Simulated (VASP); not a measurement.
**BN: single point with r2SCAN+D4**

The system is BN.

```
B N
1.0
     1.25112    0.72233    3.37293
    -1.25112    0.72233    3.37293
     0.00000   -1.44467    3.37293
B N
1 1
Direct
  0.99967 0.99967 0.99967
  0.33276 0.33276 0.33276
```

```yaml
Program: VASP 6.6.1
Task: single point
Functional: r2SCAN
Dispersion: D4
Potentials_or_basis: VASP PAW PBE potentials, release 64 (B, N)
Cutoff: 520 eV
k_mesh: 10 × 10 × 10
Occupations: gaussian, width 0.01 eV
Spin: no spin polarisation
Dipole_correction: no
Further_INCAR_settings: ALGO = Normal; EDIFF = 1e-06; NBANDS = 11
```

- Pressure: -0.9 GPa
- Largest force: 0.008 eV/Å
- Band gap on the k mesh: 4.80 eV, indirect (least direct gap 5.60 eV)
- Dispersion energy per atom: -0.068 eV

Forces on the atoms (eV/Å):
```
B    0.000  0.000 -0.008
N    0.000  0.000  0.008
```

Stress tensor (GPa, compression positive):
```
-0.88  0.00  0.00
 0.00 -0.88  0.00
 0.00  0.00 -0.98
```

Levels at points of the mesh, in eV from the valence-band top:
| k point | band 2 | band 3 | band 4 | band 5 | band 6 | band 7 |
| --- | --- | --- | --- | --- | --- | --- |
| (0.00, 0.00, 0.00) | -4.32 | -1.35 | -1.35 | 5.50 | 12.40 | 12.40 |
| (0.50, 0.00, 0.00) | -9.32 | -4.25 | -0.63 | 5.92 | 10.60 | 13.73 |
| (0.50, 0.50, 0.00) | -9.20 | -4.31 | -1.22 | 4.80 | 10.59 | 15.06 |
| (0.50, 0.50, 0.50) | -6.33 | -1.36 | -1.36 | 10.82 | 12.32 | 12.32 |

Run time: 100 s on 1 thread of AMD EPYC 9R45 96-Core Processor (Zen 5), with other jobs on the host, peak memory 0.14 GiB.

Caveat: the PAW data sets were made with another functional, which shifts forces and pressure a little. r2SCAN opens gaps a little over a GGA but as a rule still falls short of measured ones.
